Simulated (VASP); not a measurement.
# CdF2 (P1) in VASP: notebook, part 2 of 2

VASP 6.6.1.

## (3) Single point, LDA

This run uses another cell than the first one, of 12.80 Å³/atom.

INCAR reads:

```
SYSTEM = CdF2
PREC = Accurate
ENCUT = 520
EDIFF = 1E-6
ISMEAR = 0
SIGMA = 0.01
LREAL = .FALSE.
LASPH = .TRUE.
NELM = 120
ALGO = Normal
ISIF = 2
LWAVE = .FALSE.
LCHARG = .TRUE.
LELF = .TRUE.
LVHAR = .TRUE.
NBANDS = 35
GGA_COMPAT = .FALSE.
```

KPOINTS reads:

```
Automatic mesh
0
G
  3 3 3
  0 0 0
```

POSCAR reads:

```
CdF2
1.0
    0.0000000000      5.3549400000      5.3549400000
    2.6774700000      0.0000000000      2.6774700000
    2.6774700000      2.6774700000      0.0000000000
Cd F
2 4
Direct
    0.0109946143     -0.0084880503      0.0029406492
    0.4988124984     -0.0048306797      0.0039182512
    0.1413421065      0.2656980284      0.2203948130
    0.3556275140      0.7492076475      0.7967107008
    0.6039068598      0.2557436685      0.2630819393
    0.8816278054      0.7594154183      0.7510448296
```

Potentials or basis: VASP PAW LDA potentials, release 64 (Cd, F).

On the command line:

```bash
> cat potpaw_LDA.64/Cd/POTCAR potpaw_LDA.64/F/POTCAR > POTCAR
> mpirun -np 1 vasp_std > vasp.out
```

OUTCAR:

```text
SYSTEM = CdF2
   PREC = Accurate
   ENCUT = 520
   EDIFF = 1E-6
   ISMEAR = 0
   LREAL = .FALSE.
   LASPH = .TRUE.
   NELM = 120
   ISIF = 2

 ion  position               nearest neighbor table
   1  0.011  0.992  0.003-   4 2.13   3 2.25   6 2.30   6 2.31   3 2.33   6 2.37   3 2.42   5 2.52
                             2 3.70   2 3.73   2 3.74
   2  0.499  0.995  0.004-   3 2.21   5 2.26   5 2.29   4 2.29   5 2.29   4 2.34   6 2.37   4 2.45
                             1 3.70   1 3.73   1 3.74
   3  0.141  0.266  0.220-   2 2.21   1 2.25   1 2.33   1 2.42
   4  0.356  0.749  0.797-   1 2.13   2 2.29   2 2.34   2 2.45
   5  0.604  0.256  0.263-   2 2.26   2 2.29   2 2.29   1 2.52
   6  0.882  0.759  0.751-   1 2.30   1 2.31   2 2.37   1 2.37

  LATTYP: Found a trigonal (rhomboedric) cell.
 ALAT       =     6.5584353016
 COS(alpha) =     0.8333333333

  Lattice vectors:

 A1 = (   2.6774700000,  -2.6774700000,  -5.3549400000)
 A2 = (   5.3549400000,  -2.6774700000,  -2.6774700000)
 A3 = (   2.6774700000,  -5.3549400000,  -2.6774700000)

Analysis of symmetry for initial positions (statically):
=====================================================================
 Subroutine PRICEL returns:
 Original cell was already a primitive cell.

 Routine SETGRP: Setting up the symmetry group for a
 trigonal (rhombohedral) supercell.

 Subroutine GETGRP returns: Found  1 space group operations
 (whereof  1 operations were pure point group operations)
 out of a pool of 12 trial point group operations.

The static configuration has the point symmetry C_1 .

Analysis of symmetry for dynamics (positions and initial velocities):
=====================================================================
 Subroutine PRICEL returns:
 Original cell was already a primitive cell.

 Routine SETGRP: Setting up the symmetry group for a
 trigonal (rhombohedral) supercell.

 Subroutine GETGRP returns: Found  1 space group operations
 (whereof  1 operations were pure point group operations)
[... 121 lines left out ...]
  Fermi-wavevector in a.u.,A,eV,Ry     =   1.437688  2.716837 28.122521  2.066947
  Thomas-Fermi vector in A             =   2.556738
   LORBIT       =      0    0 simple, 1 ext, 2 COOP (PROOUT), +10 PAW based schemes
   GGA     = CA    functional components
   LHFCALC =     F    Hartree Fock is set to
   AEXX    =    0.0000 exact exchange contribution
   IVDW    =     0    specifies the selected vdW correction
   LEPSILON=     F    determine dielectric tensor
   LRPA    =     F    only Hartree local field effects (RPA)
 non-spin polarized calculation
 Gauss-broadening in eV      SIGMA  =   0.01
  energy-cutoff  :      520.00
  volume of cell :       76.78
 maximum number of plane-waves:      2093
   NGX = 29   NGY = 15   NGZ = 15

 number of electron      52.0000003 magnetization

 Free energy of the ion-electron system (eV)
  ---------------------------------------------------
  ext. energy  EPLUGINS =         0.00000000
  ---------------------------------------------------
  free energy    TOTEN  =       -25.22211521 eV

  energy without entropy =      -25.22211521  energy(sigma->0) =      -25.22211521

 E-fermi :  -1.4184     XC(G=0): -11.2156

 val. band max:       -1.4991640264   @ k =  -0.3333  -0.3333   0.3333
 cond. band min:       1.3316298008   @ k =   0.0000   0.0000   0.0000
 fundamental gap:      2.8307938272
 Fermi energy:        -1.4183592326

 k-point     1 :       0.0000    0.0000    0.0000
  band No.  band energies     occupation
      1     -22.1100      2.00000
      2     -21.4689      2.00000
      3     -21.4238      2.00000
      4     -20.8014      2.00000
      5      -7.3027      2.00000
      6      -7.2831      2.00000
[... 521 lines left out ...]
     34      12.7714      0.00000
     35      13.2312      0.00000

------------------------ aborting loop because EDIFF is reached ----------------------------------------

  FORCE on cell =-STRESS in cart. coord.  units (eV):
  Direction    XX          YY          ZZ          XY          YZ          ZX
  --------------------------------------------------------------------------------------
  -------------------------------------------------------------------------------------
  Total       -0.4211865     -0.4459862     -0.2072265     -0.6680034      0.6151401     -0.0550194
  in kB       -8.7892364     -9.3067529     -4.3243630    -13.9397638     12.8366225     -1.1481347
  external PRESSURE =      -7.4734508 kB  Pullay stress =       0.0000000 kB

 VOLUME and BASIS-vectors are now :
 -----------------------------------------------------------------------------
  energy-cutoff  :      520.00
  volume of cell :       76.78
      direct lattice vectors                 reciprocal lattice vectors
     0.000000000  5.354940000  5.354940000    -0.093371728  0.093371728  0.093371728
     2.677470000  0.000000000  2.677470000     0.186743456 -0.186743456  0.186743456
     2.677470000  2.677470000  0.000000000     0.186743456  0.186743456 -0.186743456

 POSITION                                       TOTAL-FORCE (eV/Angst)
 -----------------------------------------------------------------------------------
      2.66262      0.06675      2.71362         0.592073     -0.724759     -0.199248
      2.67503      2.68160      5.33565        -0.041756      0.206020      0.072577
      1.30150      1.34698      1.46828         0.410467      0.016154     -0.886859
      4.13915      4.03753      3.91034        -0.811886      0.195518      0.879582
      1.38914      3.93828      3.91863        -0.110845      0.465908      0.379207
      4.04421      6.73196      6.75438        -0.038054     -0.158841     -0.245259
 -----------------------------------------------------------------------------------
    total drift:                                0.000873     -0.001080      0.000323

  FREE ENERGIE OF THE ION-ELECTRON SYSTEM (eV)
  ---------------------------------------------------
  free  energy   TOTEN  =       -25.2221152112 eV

  energy  without entropy=      -25.2221152112  energy(sigma->0) =      -25.22211521
```

It took 22 s on 1 thread of AMD EPYC 9R45 (Zen 5), shared host; peak memory 0.15 GiB.

What came out:

```yaml
Free_energy: -25.2221 eV
Pressure: -0.7 GPa
Largest_force: 1.213 eV/Å
Band_gap_on_the_k_mesh: 2.83 eV (least direct gap 3.04 eV)
```

Forces in eV/Å, atoms in the order of the input:
```
Cd   0.592 -0.725 -0.199
Cd  -0.042  0.206  0.073
F    0.410  0.016 -0.887
F   -0.812  0.196  0.880
F   -0.111  0.466  0.379
F   -0.038 -0.159 -0.245
```

Levels at points of the mesh, in eV from the valence-band top:
```
           k point  band 23  band 24  band 25  band 26  band 27  band 28  band 29  band 30
(0.00, 0.00, 0.00)    -0.50    -0.43    -0.37    -0.21     2.83     7.04     8.90    12.35
```

Caveat: the k points lie up to 0.65 Å⁻¹ apart; forces of over 1 eV/Å act on the atoms, so gaps and moduli don't describe the material at rest.
